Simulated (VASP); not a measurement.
# SnO (Pmn2_1) in VASP: further runs

The runs below take SnO through single point, with PBEsol.

Program: VASP 6.6.1. These are calculated values, not measurements. Logs are shortened: lines on timing, memory, paths and dates and some standing lists are left out, and cuts for length are marked.

## 1. The cell of the first run

Symmetry: Pmn2_1, No. 31, orthorhombic system. The conventional cell has a = 3.607 Å, b = 5.674 Å, c = 4.222 Å, α = 90.00°, β = 90.00°, γ = 90.00°. Within 2.8 Å of Sn (site symmetry m) lie 3 O at 2.15 to 2.26 Å. Within 2.8 Å of O (site symmetry m) lie 3 Sn at 2.15 to 2.26 Å.

## 2. Single point, PBEsol (strain +0.0750 x Voigt [1, 0, 0, 0, 0, 0])

File INCAR:

```
SYSTEM = SnO
PREC = Accurate
ENCUT = 520
EDIFF = 1E-6
ISMEAR = 0
SIGMA = 0.05
LREAL = .False.
LASPH = .True.
NELM = 80
ALGO = Normal
ISIF = 2
LWAVE = .False.
LCHARG = .False.
GGA = PS
NBANDS = 28
```

File KPOINTS:

```
Automatic mesh
0
Gamma
  8 6 6
  0 0 0
```

File POSCAR:

```
SnO
1.0
    3.6066303750      0.0000000000      0.0000000000
    0.0000000000      5.6741040000      0.0000000000
    0.0000000000      0.0000000000      4.2219700000
Sn O
2 2
Direct
    0.0000000000      0.2319090000      0.5131440000
    0.5000000000      0.7680910000      0.0131440000
    0.0000000000      0.8912500000      0.7368570000
    0.5000000000      0.1087500000      0.2368570000
```

Potentials or basis: VASP PAW PBE potentials, release 64 (Sn_d, O).

Launch:

```bash
cat potpaw_PBE.64/Sn_d/POTCAR potpaw_PBE.64/O/POTCAR > POTCAR
mpirun -np 1 vasp_std > vasp.out
```

OUTCAR:

```text
SYSTEM = SnO
   PREC = Accurate
   ENCUT = 520
   EDIFF = 1E-6
   ISMEAR = 0
   LREAL = .False.
   LASPH = .True.
   NELM = 80
   ISIF = 2
   GGA = PS

 ion  position               nearest neighbor table
   1  0.000  0.232  0.513-   3 2.15   4 2.26   4 2.26
   2  0.500  0.768  0.013-   4 2.15   3 2.26   3 2.26
   3  0.000  0.891  0.737-   1 2.15   2 2.26   2 2.26
   4  0.500  0.109  0.237-   2 2.15   1 2.26   1 2.26

  LATTYP: Found a simple orthorhombic cell.
 ALAT       =     3.6066303750
 B/A-ratio  =     1.1706134427
 C/A-ratio  =     1.5732424479

  Lattice vectors:

 A1 = (  -3.6066303750,   0.0000000000,   0.0000000000)
 A2 = (   0.0000000000,   0.0000000000,   4.2219700000)
 A3 = (   0.0000000000,   5.6741040000,   0.0000000000)

Analysis of symmetry for initial positions (statically):
=====================================================================
 Subroutine PRICEL returns:
 Original cell was already a primitive cell.

 Routine SETGRP: Setting up the symmetry group for a
 simple orthorhombic supercell.

 Subroutine GETGRP returns: Found  4 space group operations
 (whereof  2 operations were pure point group operations)
 out of a pool of  8 trial point group operations.

The static configuration has the point symmetry C_1h.
 The point group associated with its full space group is C_2v.

Analysis of symmetry for dynamics (positions and initial velocities):
=====================================================================
 Subroutine PRICEL returns:
 Original cell was already a primitive cell.

 Routine SETGRP: Setting up the symmetry group for a
 simple orthorhombic supercell.

 Subroutine GETGRP returns: Found  4 space group operations
 (whereof  2 operations were pure point group operations)
 out of a pool of  8 trial point group operations.

The dynamic configuration has the point symmetry C_1h.
 The point group associated with its full space group is C_2v.

 Subroutine INISYM returns: Found  4 space group operations
 (whereof  2 operations are pure point group operations),
 and found     1 'primitive' translations

----------------------------------------------------------------------------------------

                                     Primitive cell

  volume of cell :      86.4001

  direct lattice vectors                    reciprocal lattice vectors
     3.606630375  0.000000000  0.000000000     0.277267115  0.000000000  0.000000000
     0.000000000  5.674104000  0.000000000     0.000000000  0.176239279  0.000000000
     0.000000000  0.000000000  4.221970000     0.000000000  0.000000000  0.236856254

  length of vectors
     3.606630375  5.674104000  4.221970000     0.277267115  0.176239279  0.236856254

  position of ions in fractional coordinates (direct lattice)
     0.000000000  0.231909000  0.513144000
     0.500000000  0.768091000  0.013144000
     0.000000000  0.891250000  0.736857000
     0.500000000  0.108750000  0.236857000

  ion indices of the primitive-cell ions
   primitive index   ion index
                 1           1
                 2           2
                 3           3
                 4           4

----------------------------------------------------------------------------------------

 KPOINTS: Automatic mesh

Automatic generation of k-mesh.
 Grid dimensions read from file:
 generate k-points for:    8    6    6

 Generating k-lattice:

  Cartesian coordinates                     Fractional coordinates (reciprocal lattice)
     0.034658389  0.000000000  0.000000000     0.125000000  0.000000000  0.000000000
     0.000000000  0.029373213  0.000000000     0.000000000  0.166666667  0.000000000
     0.000000000  0.000000000  0.039476042     0.000000000  0.000000000  0.166666667

  Length of vectors
     0.034658389  0.029373213  0.039476042

  Shift w.r.t. Gamma in fractional coordinates (k-lattice)
     0.000000000  0.000000000  0.000000000

 Subroutine IBZKPT returns following result:
 ===========================================

 Found     80 irreducible k-points:

 Following reciprocal coordinates:
            Coordinates               Weight
  0.000000  0.000000  0.000000      1.000000
  0.125000  0.000000  0.000000      2.000000
  0.250000  0.000000  0.000000      2.000000
  0.375000  0.000000  0.000000      2.000000
  0.500000  0.000000  0.000000      1.000000
  0.000000  0.166667  0.000000      2.000000
[... 16 lines left out ...]
  0.250000  0.000000  0.166667      4.000000
  0.375000  0.000000  0.166667      4.000000
 [... further k-points ...]
   k-points           NKPTS =     80   k-points in BZ     NKDIM =     80   number of bands    NBANDS=     28
   number of dos      NEDOS =    301   number of ions     NIONS =      4
   total plane-waves  NPLWV =  37632
   dimension x,y,z NGX =    28 NGY =   42 NGZ =   32
   dimension x,y,z NGXF=    56 NGYF=   84 NGZF=   64
   ions per type =               2   2
   NGX,Y,Z   is equivalent  to a cutoff of  12.91, 12.31, 12.60 a.u.
   NGXF,Y,Z  is equivalent  to a cutoff of  25.81, 24.61, 25.20 a.u.
 SYSTEM =  SnO
   PREC   = accura    normal or accurate (medium, high low for compatibility)
   ISTART =      0    job   : 0-new  1-cont  2-samecut
   ICHARG =      2    charge: 1-file 2-atom 10-const
   ISPIN  =      1    spin polarized calculation?
   LNONCOLLINEAR =      F non collinear calculations
   LSORBIT =      F    spin-orbit coupling
   LASPH  =      T    aspherical Exc in radial PAW
   ENCUT  =  520.0 eV  38.22 Ry    6.18 a.u.   6.71 10.55  7.85*2*pi/ulx,y,z
   NELM   =     80;   NELMIN=  2; NELMDL= -5     # of ELM steps
   EDIFF  = 0.1E-05   stopping-criterion for ELM
   LREAL  =      F    real-space projection
   EDIFFG = 0.1E-04   stopping-criterion for IOM
   NSW    =      0    number of steps for IOM
   IBRION =     -1    ionic relax: 0-MD 1-quasi-New 2-CG
   NFREE  =      0    steps in history (QN), initial steepest desc. (CG)
   ISIF   =      2    stress and relaxation
   ISYM   =      2    0-nonsym 1-usesym 2-fastsym
   POTIM  = 0.5000    time-step for ionic-motion
   TEBEG  =    0.0;   TEEND  =   0.0 temperature during run
   PSTRESS=    0.0 pullay stress
   NELECT =      40.0000    total number of electrons
   NUPDOWN=      -1.0000    fix difference up-down
   EMIN   =  10.00;   EMAX   =-10.00  energy-range for DOS
   EFERMI =   0.00;   METHOD = LEGACY
   ISMEAR =     0;   SIGMA  =   0.05  broadening in eV -4-tet -1-fermi 0-gaus
   EFERMI_NEDOS =   21; number of points for ismear=-14 and -15
   IALGO  =     38    algorithm
   IMIX   =      4    mixing-type and parameters
     AMIX     =   0.40;   BMIX     =  1.00
     AMIX_MAG =   1.60;   BMIX_MAG =  1.00
  volume/ion in A,a.u.               =      21.60       145.76
  Fermi-wavevector in a.u.,A,eV,Ry     =   1.266456  2.393255 21.822534  1.603911
  Thomas-Fermi vector in A             =   2.399656
   LORBIT       =      0    0 simple, 1 ext, 2 COOP (PROOUT), +10 PAW based schemes
   GGA     = PS    functional components
   LHFCALC =     F    Hartree Fock is set to
   AEXX    =    0.0000 exact exchange contribution
   IVDW    =     0    specifies the selected vdW correction
   LEPSILON=     F    determine dielectric tensor
   LRPA    =     F    only Hartree local field effects (RPA)
 non-spin polarized calculation
 Gauss-broadening in eV      SIGMA  =   0.05
  energy-cutoff  :      520.00
  volume of cell :       86.40
 maximum number of plane-waves:      2350
 NGX is ok and might be reduce to    28
   NGX = 13   NGY = 21   NGZ = 15

 number of electron      39.9999983 magnetization

 Free energy of the ion-electron system (eV)
  ---------------------------------------------------
  ext. energy  EPLUGINS =         0.00000000
  ---------------------------------------------------
  free energy    TOTEN  =       -23.50911298 eV

  energy without entropy =      -23.50911298  energy(sigma->0) =      -23.50911298

 E-fermi :   4.2777     XC(G=0):  -9.4373

 val. band max:        4.0647256109   @ k =   0.0000   0.0000   0.0000
 cond. band min:       5.3583515099   @ k =   0.3750   0.5000   0.0000
 fundamental gap:      1.2936258990
 Fermi energy:         4.2776865231

 k-point     1 :       0.0000    0.0000    0.0000
  band No.  band energies     occupation
      1     -16.9591      2.00000
      2     -16.7361      2.00000
      3     -16.7229      2.00000
      4     -16.7008      2.00000
      5     -16.6783      2.00000
      6     -16.6507      2.00000
[... 20 lines left out ...]
     27      12.4922      0.00000
     28      13.2071      0.00000

 k-point     2 :       0.1250    0.0000    0.0000
  band No.  band energies     occupation
      1     -16.9552      2.00000
      2     -16.7411      2.00000
      3     -16.7173      2.00000
      4     -16.7106      2.00000
      5     -16.6802      2.00000
      6     -16.6496      2.00000
[... 20 lines left out ...]
     27      12.4251      0.00000
     28      13.3300      0.00000

 k-point     3 :       0.2500    0.0000    0.0000
  band No.  band energies     occupation
      1     -16.9482      2.00000
      2     -16.7978      2.00000
      3     -16.7018      2.00000
      4     -16.6918      2.00000
      5     -16.6812      2.00000
      6     -16.6516      2.00000
[... 20 lines left out ...]
     27      12.0429      0.00000
     28      13.3981      0.00000

 k-point     4 :       0.3750    0.0000    0.0000
  band No.  band energies     occupation
      1     -16.9392      2.00000
      2     -16.8657      2.00000
      3     -16.6843      2.00000
      4     -16.6755      2.00000
      5     -16.6746      2.00000
      6     -16.6576      2.00000
[... 578 lines left out ...]
     27      13.0301      0.00000
     28      14.1329      0.00000

 k-point    23 :       0.2500    0.0000    0.1667
  band No.  band energies     occupation
      1     -16.9422      2.00000
      2     -16.8118      2.00000
      3     -16.6978      2.00000
      4     -16.6905      2.00000
      5     -16.6831      2.00000
      6     -16.6601      2.00000
[... 20 lines left out ...]
     27      12.7516      0.00000
     28      14.1946      0.00000

 k-point    24 :       0.3750    0.0000    0.1667
  band No.  band energies     occupation
      1     -16.9395      2.00000
      2     -16.8765      2.00000
      3     -16.6807      2.00000
      4     -16.6780      2.00000
      5     -16.6721      2.00000
      6     -16.6651      2.00000
[... 20 lines left out ...]
     27      12.8424      0.00000
     28      13.8233      0.00000

 [... further k-points ...]
[... 5 lines left out ...]
  --------------------------------------------------------------------------------------
  -------------------------------------------------------------------------------------
  Total       -6.0160336     -3.0066345     -3.1032644      0.0000000      0.0000000      0.0000000
  in kB     -111.5595533    -55.7541443    -57.5460192      0.0000000      0.0000000      0.0000000
  external PRESSURE =     -74.9532389 kB  Pullay stress =       0.0000000 kB

 VOLUME and BASIS-vectors are now :
 -----------------------------------------------------------------------------
  energy-cutoff  :      520.00
  volume of cell :       86.40
      direct lattice vectors                 reciprocal lattice vectors
     3.606630375  0.000000000  0.000000000     0.277267115  0.000000000  0.000000000
     0.000000000  5.674104000  0.000000000     0.000000000  0.176239279  0.000000000
     0.000000000  0.000000000  4.221970000     0.000000000  0.000000000  0.236856254

 POSITION                                       TOTAL-FORCE (eV/Angst)
 -----------------------------------------------------------------------------------
      0.00000      1.31588      2.16648         0.000000     -1.005241     -0.413845
      1.80332      4.35823      0.05549         0.000000      1.005241     -0.413845
      0.00000      5.05705      3.11099         0.000000      0.069008      0.413845
      1.80332      0.61706      1.00000         0.000000     -0.069008      0.413845
 -----------------------------------------------------------------------------------
    total drift:                                0.000000      0.000000      0.000691

  FREE ENERGIE OF THE ION-ELECTRON SYSTEM (eV)
  ---------------------------------------------------
  free  energy   TOTEN  =       -23.5091129813 eV

  energy  without entropy=      -23.5091129813  energy(sigma->0) =      -23.50911298
```

Wall time 3.9 min (1 thread of Oxide Virtual Turin-like, shared host); peak memory 0.25 GiB.

Results:

| Item | Value |
| --- | --- |
| Free energy | -23.5091 eV |
| Pressure | -7.5 GPa |
| Largest force | 1.087 eV/Å |
| Band gap on the k mesh | 1.29 eV (least direct gap 2.10 eV) |

Forces on the atoms (eV/Å):
```
Sn   0.000 -1.005 -0.414
Sn   0.000  1.005 -0.414
O    0.000  0.069  0.414
O    0.000 -0.069  0.414
```

Caveat: the cell differs from its parent crystal (strain +0.0750 x Voigt [1, 0, 0, 0, 0, 0]); the stress differs along the axes, from -11 to -6 GPa; the PAW data sets were made with another functional, which shifts forces and pressure a little; spin-orbit coupling is left out, which moves the levels of the heavy elements.

## 3. Single point, PBEsol (strain +0.0875 x Voigt [1, 0, 0, 0, 0, 0])

File INCAR:

```
PREC = Accurate
ENCUT = 520
EDIFF = 1E-7
ISMEAR = 0
SIGMA = 0.05
LREAL = F
LASPH = T
NELM = 80
ALGO = Normal
ISIF = 2
LWAVE = F
LCHARG = F
GGA = PS
NBANDS = 28
```

File KPOINTS:

```
Automatic mesh
0
Gamma
  8 6 6
```

Edit POSCAR of step 2 so:

```diff
@@ -2,3 +2,3 @@
 1.0
-    3.6066303750      0.0000000000      0.0000000000
+    3.6485679375      0.0000000000      0.0000000000
     0.0000000000      5.6741040000      0.0000000000
```

Potentials or basis: VASP PAW PBE potentials, release 64 (Sn_d, O).

Launch:

```bash
cat potpaw_PBE.64/Sn_d/POTCAR potpaw_PBE.64/O/POTCAR > POTCAR
mpirun -np 1 vasp_std > vasp.out
```

It took 3.7 min on 1 thread of Oxide Virtual Turin-like, shared host; peak memory 0.25 GiB.

It converged, with:

| Item | Value |
| --- | --- |
| Free energy | -23.4373 eV |
| Pressure | -8.0 GPa |
| Largest force | 1.188 eV/Å |
| Band gap on the k mesh | 1.30 eV (least direct gap 2.11 eV) |

Forces on the atoms (eV/Å):
```
Sn   0.000 -1.104 -0.441
Sn   0.000  1.104 -0.441
O    0.000  0.076  0.441
O    0.000 -0.076  0.441
```

Stress tensor (GPa, compression positive):
```
-11.99   0.00   0.00
  0.00  -6.03   0.00
  0.00   0.00  -6.11
```

Levels at points of the mesh, in eV from the valence-band top:
| k point | band 16 | band 17 | band 18 | band 19 | band 20 | band 21 | band 22 | band 23 | band 24 | band 25 |
| --- | --- | --- | --- | --- | --- | --- | --- | --- | --- | --- |
| (0.00, 0.00, 0.00) | -3.74 | -2.97 | -2.39 | -1.66 | 0.00 | 2.41 | 2.82 | 5.61 | 5.75 | 6.52 |
| (0.50, 0.00, 0.00) | -3.96 | -2.21 | -2.21 | -1.40 | -1.40 | 2.64 | 2.64 | 5.26 | 5.26 | 5.72 |
| (0.00, 0.50, 0.00) | -3.56 | -3.49 | -2.43 | -1.36 | -1.18 | 3.36 | 3.60 | 4.39 | 4.68 | 5.40 |
| (0.50, 0.50, 0.00) | -3.77 | -2.31 | -2.31 | -1.02 | -1.02 | 1.80 | 1.80 | 5.67 | 5.67 | 6.88 |
| (0.00, 0.00, 0.50) | -3.05 | -3.03 | -3.03 | -1.52 | -1.52 | 2.09 | 2.09 | 5.11 | 5.11 | 6.49 |
| (0.50, 0.00, 0.50) | -3.60 | -2.91 | -2.91 | -1.17 | -1.17 | 1.99 | 1.99 | 4.22 | 4.22 | 6.31 |
| (0.00, 0.50, 0.50) | -3.02 | -2.63 | -2.63 | -1.38 | -1.38 | 1.67 | 1.67 | 5.58 | 5.58 | 6.36 |
| (0.50, 0.50, 0.50) | -3.75 | -3.18 | -3.18 | -0.51 | -0.51 | 2.25 | 2.25 | 3.94 | 3.94 | 5.41 |

Caveat: the cell differs from its parent crystal (strain +0.0875 x Voigt [1, 0, 0, 0, 0, 0]); the stress differs along the axes, from -12 to -6 GPa; the PAW data sets were made with another functional, which shifts forces and pressure a little; spin-orbit coupling is left out, which moves the levels of the heavy elements.

[end of part 1 of 2]
